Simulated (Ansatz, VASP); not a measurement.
HfN: VASP beside Ansatz

Contents of INCAR:

```
SYSTEM = HfN
  ALGO = Normal
  EDIFF = 1E-7
  ENCUT = 520
  GGA = PE
  ISIF = 2
  ISMEAR = -1
  LASPH = .True.
  LCHARG = .False.
  LREAL = .False.
  LWAVE = .False.
  NBANDS = 14
  NELM = 100
  PREC = Accurate
  SIGMA = 0.08
```

Contents of KPOINTS:

```
k-points
0
Gamma
  14 14 14
  0 0 0
```

The input POSCAR:

```
HfN
1.0
    0.0000000000      2.1291313022      2.1291313022
    2.1291313022      0.0000000000      2.1291313022
    2.1291313022      2.1291313022      0.0000000000
Hf N
1 1
Direct
    0.0000000000      0.0000000000      0.0000000000
    0.2500000000      0.2500000000      0.2500000000
```

Input for Ansatz:

```yaml
crystal:
  lattice:
    - [0.0, 2.1291313022, 2.1291313022]
    - [2.1291313022, 0.0, 2.1291313022]
    - [2.1291313022, 2.1291313022, 0.0]
  atoms:
    - { symbol: Hf, position: [0.0, 0.0, 0.0] }
    - { symbol: "N", position: [0.25, 0.25, 0.25] }
kpoints:
  mp_grid: { grid: [14, 14, 14] }
scf:
  occupations: { method: fermi_dirac, width: 0.08 }
hamiltonian:
  xc: pbe
  pseudopotentials: { kind: all_electron, lapw: { basis_error: 0.001 } }
output:
  forces: true
  stress: true
  eigenvalues: true
  populations: true
```

Change from the starting cell: volume scaled by 0.65, LAPW.

Alike in both runs: task single point; functional PBE; k mesh 14 × 14 × 14; occupations fermi-dirac, width 0.08 eV; no spin polarisation.

|  | VASP | Ansatz |
| --- | --- | --- |
| version | VASP 6.6.1 | Ansatz 0.2.0 |
| potentials or method | VASP PAW PBE potentials, release 64 (Hf_pv, N), cutoff 520 eV | all-electron LAPW, scalar-relativistic |

|  | VASP | Ansatz | Ansatz less VASP |
| --- | --- | --- | --- |
| pressure (GPa) | 195.0 | 191.7 | -3.32 |

Both programs put the cell under a high pressure, so it lies far from rest at this level. Ansatz ran all-electron here, and VASP with PAW potentials.

Spin-orbit coupling is off throughout. Noted on VASP's run: the cell as given lies far from equilibrium.
